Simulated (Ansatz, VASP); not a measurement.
## BN: VASP beside Ansatz

POSCAR

```
BN
1.0
    0.0000000000      1.8048254650      1.8048254650
    1.8048254650      0.0000000000      1.8048254650
    1.8048254650      1.8048254650      0.0000000000
B N
1 1
Direct
    0.0000000000      0.0000000000      0.0000000000
    0.2500000000      0.2500000000      0.2500000000
```

File INCAR.step1:

```
SYSTEM = BN
ALGO = Normal
EDIFF = 1E-5
ENCUT = 520
GGA = PE
ISIF = 2
ISMEAR = 0
LASPH = .TRUE.
LCHARG = .FALSE.
LREAL = .FALSE.
LWAVE = .TRUE.
NBANDS = 11
NELM = 80
PREC = Accurate
SIGMA = 0.01
```

Contents of INCAR.step2:

```
SYSTEM = BN
ALGO = Normal
EDIFF = 1E-6
ENCUT = 520
GGA = PE
HFSCREEN = 0.2079
ISIF = 2
ISMEAR = 0
ISTART = 1
LASPH = .TRUE.
LCHARG = .FALSE.
LHFCALC = .TRUE.
LREAL = .FALSE.
LWAVE = .FALSE.
NBANDS = 11
NELM = 80
PREC = Accurate
PRECFOCK = Normal
SIGMA = 0.01
```

KPOINTS

```
k-points
0
G
  8 8 8
  0 0 0
```

Input for Ansatz:

```yaml
crystal:
  lattice:
    - [0.0, 1.804825465, 1.804825465]
    - [1.804825465, 0.0, 1.804825465]
    - [1.804825465, 1.804825465, 0.0]
  atoms:
    - { symbol: B, position: [0.0, 0.0, 0.0] }
    - { symbol: "N", position: [0.25, 0.25, 0.25] }
kpoints:
  mp_grid: { grid: [8, 8, 8] }
  band_path:
    path:
      - [0.0, 0.0, 0.0]
      - [-0.5, -0.5, 0.0]
      - [-0.375, -0.375, 0.25]
      - [-0.375, 0.0, 0.375]
      - [0.0, 0.0, 0.5]
      - [-0.5, -0.25, 0.25]
      - [0.0, 0.5, 0.5]
    npoints: 1
hamiltonian:
  xc: hse06
scf:
  occupations: { method: fixed }
  n_extra_bands: 4
output:
  forces: true
  stress: true
  eigenvalues: true
```

Alike in both runs: task single point; functional HSE06; k mesh 8 × 8 × 8; no spin polarisation.

```csv
,VASP,Ansatz
version,VASP 6.6.1,Ansatz 0.2.0
potentials or method,"VASP PAW PBE potentials, release 64 (B, N)","plane waves, PAW"
plane-wave cutoff (eV),520,420
occupations,"gaussian, width 0.01 eV",fixed
valence electrons in the cell,8,8
```

Ansatz gave:

```
gap on the k mesh at the Fermi level (eV) : 5.79
pressure (GPa)                            : -4.4
```

Question: Estimate VASP's values.

Answer: gap on the k mesh at the Fermi level (eV): 5.78; pressure (GPa): -3.9.

Ansatz's warnings: stress exchange threshold loose, stress scf threshold loose.
